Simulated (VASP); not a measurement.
# Tl12H (a cell with a defect) in VASP: single point with PBEsol

Aim: the single point of Tl12H (a cell with a defect) with PBEsol.

Everything below comes from runs of VASP 6.6.1. Logs are shortened: lines on timing, memory, paths and dates and some standing lists are left out, and cuts for length are marked.

## (1) The cell of the first run

The cell holds a defect, 13 atoms: a = 6.920 Å, b = 10.380 Å, c = 5.533 Å, α = 90.00°, β = 90.00°, γ = 120.00°.

## (2) Single point, PBEsol

File INCAR:

```
ALGO = Normal ; EDIFF = 1E-7
ENCUT = 520 ; GGA = PS
ISIF = 2 ; ISMEAR = -1
LASPH = True ; LCHARG = False
LREAL = False ; LWAVE = False
NBANDS = 90 ; NELM = 80
PREC = Accurate ; SIGMA = 0.15
```

File KPOINTS:

```
k-points
0
Gamma
  3 2 3
```

File POSCAR:

```
Tl12H
1.0
    6.9200000000      0.0000000000      0.0000000000
   -5.1900000000      8.9893440000      0.0000000000
    0.0000000000      0.0000000000      5.5325400000
Tl H
12 1
Direct
   -0.0419547936     -0.0050726727      0.0140622571
    0.2160444664      0.2576161286      0.5150617980
   -0.0203153172      0.3121807331     -0.0430362907
    0.1495455312      0.5401840223      0.5367335799
    0.0486038309      0.6109900789      0.0406323316
    0.1548127937      0.9066290043      0.4723689300
    0.4488884040     -0.0130042860     -0.0013375412
    0.6402596833      0.2135639709      0.5337692995
    0.5513018893      0.3919863340      0.0063081333
    0.6704179139      0.5618096270      0.4707602656
    0.5162553753      0.6567220033     -0.0442473077
    0.6655854594      0.9007998804      0.5071992249
    0.6511327081      0.2363465009      1.1702942952
```

Potentials or basis: VASP PAW PBE potentials, release 64 (Tl_d, H).

Run with:

```console
$ cat potpaw_PBE.64/Tl_d/POTCAR potpaw_PBE.64/H/POTCAR > POTCAR
$ mpirun -np 1 vasp_std > vasp.out
```

OUTCAR:

```text
EDIFF = 1E-7
   ENCUT = 520
   GGA = PS
   ISIF = 2
   ISMEAR = -1
   LASPH = True
   LREAL = False
   NELM = 80
   PREC = Accurate

 ion  position               nearest neighbor table
   1  0.958  0.995  0.014-   6 3.22   3 3.24  12 3.24  12 3.31  11 3.32   7 3.44   7 3.48   6 3.59
                             2 3.66   2 3.67   9 4.11
   2  0.216  0.258  0.515-   3 3.15  10 3.16   4 3.19   8 3.19   9 3.39   6 3.46   9 3.47   1 3.66
                             1 3.67   3 3.67  12 3.76   8 3.78
   3  0.980  0.312  0.957-  13 2.32   5 2.93   4 3.10   8 3.11   2 3.15   1 3.24   9 3.46   7 3.54
                             9 3.62  11 3.65   2 3.67   8 3.79   4 3.81
   4  0.150  0.540  0.537-   5 3.01   5 3.05   3 3.10   2 3.19  11 3.19  10 3.45   8 3.46  10 3.52
                            12 3.66   6 3.80   3 3.81  11 3.89
   5  0.049  0.611  0.041-   3 2.93   4 3.01   9 3.04   4 3.05  11 3.06  10 3.38   7 3.49   6 3.66
                            10 3.96  11 3.97
   6  0.155  0.907  0.472-   7 3.16   1 3.22   8 3.29  12 3.36   7 3.41   2 3.46  10 3.47  12 3.57
                             1 3.59   5 3.66   4 3.80
   7  0.449  0.987  0.999-  13 2.44   6 3.16   8 3.28   6 3.41  12 3.43   1 3.44   1 3.48   5 3.49
                            12 3.51   3 3.54   8 3.60  11 3.69   9 3.90
   8  0.640  0.214  0.534-  13 2.02   3 3.11   2 3.19   7 3.28   6 3.29  12 3.34   9 3.43   4 3.46
                            10 3.53   7 3.60   9 3.67   2 3.78   3 3.79
   9  0.551  0.392  0.006-  13 2.24  11 2.89  10 2.99   5 3.04  10 3.33   2 3.39   8 3.43   3 3.46
                             2 3.47   3 3.62   8 3.67   7 3.90   1 4.11
  10  0.670  0.562  0.471-   9 2.99   2 3.16  11 3.22   9 3.33  11 3.36   5 3.38   4 3.45   6 3.47
                             4 3.52   8 3.53  12 3.54   5 3.96
  11  0.516  0.657  0.956-   9 2.89   5 3.06   4 3.19  10 3.22  12 3.32   1 3.32  10 3.36   3 3.65
                             7 3.69  12 3.77   4 3.89   5 3.97
  12  0.666  0.901  0.507-   1 3.24   1 3.31  11 3.32   8 3.34   6 3.36   7 3.43   7 3.51  10 3.54
                             6 3.57   4 3.66   2 3.76  11 3.77
  13  0.651  0.236  0.170-   8 2.02   9 2.24   3 2.32   7 2.44

  LATTYP: Found a simple monoclinic cell.
 ALAT       =     6.9200000000
 B/A-ratio  =     0.7995000000
 C/A-ratio  =     1.3228756993
 COS(beta)  =    -0.1889822302

  Lattice vectors:

 A1 = (   6.9200000000,   0.0000000000,   0.0000000000)
 A2 = (   0.0000000000,   0.0000000000,   5.5325400000)
 A3 = (  -1.7300000000,  -8.9893440000,   0.0000000000)

Analysis of symmetry for initial positions (statically):
=====================================================================
 Subroutine PRICEL returns:
 Original cell was already a primitive cell.

 Routine SETGRP: Setting up the symmetry group for a
 simple monoclinic supercell.

 Subroutine GETGRP returns: Found  1 space group operations
 (whereof  1 operations were pure point group operations)
 out of a pool of  4 trial point group operations.

The static configuration has the point symmetry C_1 .

Analysis of symmetry for dynamics (positions and initial velocities):
=====================================================================
 Subroutine PRICEL returns:
 Original cell was already a primitive cell.

 Routine SETGRP: Setting up the symmetry group for a
 simple monoclinic supercell.

 Subroutine GETGRP returns: Found  1 space group operations
 (whereof  1 operations were pure point group operations)
 out of a pool of  4 trial point group operations.

The dynamic configuration has the point symmetry C_1 .

 Subroutine INISYM returns: Found  1 space group operations
 (whereof  1 operations are pure point group operations),
 and found     1 'primitive' translations

----------------------------------------------------------------------------------------

                                     Primitive cell

  volume of cell :     344.1586

  direct lattice vectors                    reciprocal lattice vectors
     6.920000000  0.000000000  0.000000000     0.144508671  0.083432117  0.000000000
    -5.190000000  8.989344000  0.000000000     0.000000000  0.111242823  0.000000000
     0.000000000  0.000000000  5.532540000     0.000000000  0.000000000  0.180748806

[... 69 lines left out ...]
|                                                                             |
|     Results are often still useful ...                                      |
|                                                                             |
 -----------------------------------------------------------------------------

 Subroutine IBZKPT returns following result:
 ===========================================

 Found     10 irreducible k-points:

 Following reciprocal coordinates:
            Coordinates               Weight
  0.000000  0.000000  0.000000      1.000000
  0.333333  0.000000  0.000000      2.000000
  0.000000  0.500000  0.000000      1.000000
  0.333333  0.500000  0.000000      2.000000
  0.000000  0.000000  0.333333      2.000000
  0.333333  0.000000  0.333333      2.000000
 -0.333333  0.000000  0.333333      2.000000
  0.000000  0.500000  0.333333      2.000000
  0.333333  0.500000  0.333333      2.000000
 -0.333333  0.500000  0.333333      2.000000
   k-points           NKPTS =     10   k-points in BZ     NKDIM =     10   number of bands    NBANDS=     90
   number of dos      NEDOS =    301   number of ions     NIONS =     13
   total plane-waves  NPLWV = 181440
   dimension x,y,z NGX =    54 NGY =   80 NGZ =   42
   dimension x,y,z NGXF=   108 NGYF=  160 NGZF=   84
   ions per type =              12   1
   NGX,Y,Z   is equivalent  to a cutoff of  12.97, 12.81, 12.62 a.u.
   NGXF,Y,Z  is equivalent  to a cutoff of  25.95, 25.63, 25.24 a.u.
 SYSTEM =  unknown system
   PREC   = accura    normal or accurate (medium, high low for compatibility)
   ISTART =      0    job   : 0-new  1-cont  2-samecut
   ICHARG =      2    charge: 1-file 2-atom 10-const
   ISPIN  =      1    spin polarized calculation?
   LNONCOLLINEAR =      F non collinear calculations
   LSORBIT =      F    spin-orbit coupling
   LASPH  =      T    aspherical Exc in radial PAW
   ENCUT  =  520.0 eV  38.22 Ry    6.18 a.u.  12.87 19.30 10.29*2*pi/ulx,y,z
   NELM   =     80;   NELMIN=  2; NELMDL= -5     # of ELM steps
   EDIFF  = 0.1E-06   stopping-criterion for ELM
   LREAL  =      F    real-space projection
   EDIFFG = 0.1E-05   stopping-criterion for IOM
   NSW    =      0    number of steps for IOM
   IBRION =     -1    ionic relax: 0-MD 1-quasi-New 2-CG
   NFREE  =      0    steps in history (QN), initial steepest desc. (CG)
   ISIF   =      2    stress and relaxation
   ISYM   =      2    0-nonsym 1-usesym 2-fastsym
   POTIM  = 0.5000    time-step for ionic-motion
   TEBEG  =    0.0;   TEEND  =   0.0 temperature during run
   PSTRESS=    0.0 pullay stress
   NELECT =     157.0000    total number of electrons
   NUPDOWN=      -1.0000    fix difference up-down
   EMIN   =  10.00;   EMAX   =-10.00  energy-range for DOS
   EFERMI =   0.00;   METHOD = LEGACY
   ISMEAR =    -1;   SIGMA  =   0.15  broadening in eV -4-tet -1-fermi 0-gaus
   EFERMI_NEDOS =   21; number of points for ismear=-14 and -15
   IALGO  =     38    algorithm
   IMIX   =      4    mixing-type and parameters
     AMIX     =   0.40;   BMIX     =  1.00
     AMIX_MAG =   1.60;   BMIX_MAG =  1.00
  volume/ion in A,a.u.               =      26.47       178.65
  Fermi-wavevector in a.u.,A,eV,Ry     =   1.260246  2.381519 21.609028  1.588219
  Thomas-Fermi vector in A             =   2.393765
   LORBIT       =      0    0 simple, 1 ext, 2 COOP (PROOUT), +10 PAW based schemes
   GGA     = PS    functional components
   LHFCALC =     F    Hartree Fock is set to
   AEXX    =    0.0000 exact exchange contribution
   IVDW    =     0    specifies the selected vdW correction
   LEPSILON=     F    determine dielectric tensor
   LRPA    =     F    only Hartree local field effects (RPA)
 non-spin polarized calculation
  energy-cutoff  :      520.00
  volume of cell :      344.16
 maximum number of plane-waves:      9300
 NGX is ok and might be reduce to    54
   NGX = 25   NGY = 39   NGZ = 21

 number of electron     157.0000007 magnetization

 Free energy of the ion-electron system (eV)
  ---------------------------------------------------
  ext. energy  EPLUGINS =         0.00000000
  ---------------------------------------------------
  free energy    TOTEN  =       -32.98246036 eV

  energy without entropy =      -32.55196448  energy(sigma->0) =      -32.76721242

 E-fermi :   6.4250     XC(G=0): -10.3555

 val. band max:        6.3853762460   @ k =   0.3333   0.5000   0.0000
 cond. band min:       6.4619096029   @ k =   0.3333   0.0000   0.3333
 fundamental gap:      0.0765333569
 Fermi energy:         6.4249888646

 k-point     1 :       0.0000    0.0000    0.0000
  band No.  band energies     occupation
      1      -5.8241      2.00000
      2      -5.7576      2.00000
      3      -5.7032      2.00000
      4      -5.6441      2.00000
      5      -5.6321      2.00000
      6      -5.6044      2.00000
[... 919 lines left out ...]
     89       9.7494      0.00000
     90       9.8812      0.00000

------------------------ aborting loop because EDIFF is reached ----------------------------------------

  FORCE on cell =-STRESS in cart. coord.  units (eV):
  Direction    XX          YY          ZZ          XY          YZ          ZX
  --------------------------------------------------------------------------------------
  -------------------------------------------------------------------------------------
  Total        6.3901526      7.3573592      4.0852990     -1.0511562     -0.0120659     -0.5243412
  in kB       29.7483688     34.2510498     19.0184787     -4.8934955     -0.0561708     -2.4409894
  external PRESSURE =      27.6726325 kB  Pullay stress =       0.0000000 kB

 VOLUME and BASIS-vectors are now :
 -----------------------------------------------------------------------------
  energy-cutoff  :      520.00
  volume of cell :      344.16
      direct lattice vectors                 reciprocal lattice vectors
     6.920000000  0.000000000  0.000000000     0.144508671  0.083432117  0.000000000
    -5.190000000  8.989344000  0.000000000     0.000000000  0.111242823  0.000000000
     0.000000000  0.000000000  5.532540000     0.000000000  0.000000000  0.180748806

 POSITION                                       TOTAL-FORCE (eV/Angst)
 -----------------------------------------------------------------------------------
      1.46600      8.94374      0.07780         0.150119      0.021096     -0.204353
      0.15800      2.31580      2.84960        -0.103307     -0.613114     -0.236780
      5.15920      2.80630      5.29444         0.533274     -0.758483      0.623976
     -1.76870      4.85590      2.96950        -0.028470      0.424785     -0.537715
     -2.83470      5.49240      0.22480        -0.577523      1.256379      0.199377
     -3.63410      8.15000      2.61340        -0.162715     -0.305660      0.329190
     -2.01620      8.87244      5.52514         0.068459     -0.199959     -0.048820
      3.32220      1.91980      2.95310         0.045305     -0.128089     -0.075797
      1.78060      3.52370      0.03490        -0.039565     -1.321531     -0.276776
      1.72350      5.05030      2.60450         0.243093      0.672744      0.356509
      0.16410      5.90350      5.28774        -0.081393      1.031434      0.191943
     -0.06930      8.09760      2.80610        -0.018905     -0.028822     -0.104251
      3.27920      2.12460      0.94216        -0.028374     -0.050779     -0.216504
 -----------------------------------------------------------------------------------
    total drift:                                0.000001      0.000094     -0.000140

  FREE ENERGIE OF THE ION-ELECTRON SYSTEM (eV)
  ---------------------------------------------------
  free  energy   TOTEN  =       -32.9824603648 eV

  energy  without entropy=      -32.5519644768  energy(sigma->0) =      -32.76721242
```

Run time: 6.2 min. Hardware: 1 thread of Intel Xeon Platinum 8375C at 2.90GHz (Ice Lake), shared host; peak memory 0.56 GiB.

What came out:

```
Free energy            : -32.9825 eV
Pressure               : 2.8 GPa
Largest force          : 1.397 eV/Å
Band gap on the k mesh : zero (an odd number of electrons rules out a gap without spin polarisation)
```

Forces on the atoms (eV/Å):
```
Tl   0.150  0.021 -0.204
Tl  -0.103 -0.613 -0.237
Tl   0.533 -0.758  0.624
Tl  -0.028  0.425 -0.538
Tl  -0.578  1.256  0.199
Tl  -0.163 -0.306  0.329
Tl   0.068 -0.200 -0.049
Tl   0.045 -0.128 -0.076
Tl  -0.040 -1.322 -0.277
Tl   0.243  0.673  0.357
Tl  -0.081  1.031  0.192
Tl  -0.019 -0.029 -0.104
H   -0.028 -0.051 -0.217
```

Levels at points of the mesh, in eV from the Fermi level:
```csv
k point,band 76,band 77,band 78,band 79,band 80,band 81,band 82,band 83
"(0.00, 0.00, 0.00)",-0.96,-0.64,-0.54,-0.11,0.05,0.36,0.53,0.81
"(0.00, 0.50, 0.00)",-1.04,-0.59,-0.48,-0.04,0.28,0.49,0.62,0.81
```

Caveat: the k points lie up to 0.38 Å⁻¹ apart, too coarse for converged energies and pressures of a metal; the atoms stand as in a frame of molecular dynamics; the PAW data sets were made with another functional, which shifts forces and pressure a little; spin-orbit coupling is left out, which moves the levels of the heavy elements.
